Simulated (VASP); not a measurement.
A run of VASP 6.6.1 is set up as follows.

INCAR

```
SYSTEM = ZrN
PREC = Accurate
ENCUT = 600
EDIFF = 1E-6
ISMEAR = 0
SIGMA = 0.1
LREAL = .False.
LASPH = .True.
NELM = 200
ALGO = Normal
ISIF = 2
LWAVE = .False.
LCHARG = .False.
LNONCOLLINEAR = .True.
MAGMOM = 0 0 0 0 0 0
LORBIT = 11
LSORBIT = .True.
GGA_COMPAT = .False.
LORBMOM = .True.
LMAXMIX = 4
GGA = PE
NBANDS = 29
```

The input KPOINTS:

```
regular mesh
0
Gamma
  4 4 4
  0 0 0
```

Contents of POSCAR:

```
ZrN
1.0
    0.0000000000      2.2942655869      2.2942655869
    2.2942655869      0.0000000000      2.2942655869
    2.2942655869      2.2942655869      0.0000000000
Zr N
1 1
Direct
    0.5000000000      0.5000000000      0.5000000000
    0.0000000000      0.0000000000      0.0000000000
```

Potentials or basis: VASP PAW PBE potentials, release 64 (Zr_sv, N).

Launch:

```console
$ cat potpaw_PBE.64/Zr_sv/POTCAR potpaw_PBE.64/N/POTCAR > POTCAR
$ mpirun -np 1 vasp_ncl > vasp.out
```

(1) Estimate the pressure.

(2) What does it give for the net moment?

## Answers

(1) 1.4 GPa.

(2) 0.00 μB per cell.

Caveat: the k points lie up to 0.59 Å⁻¹ apart.
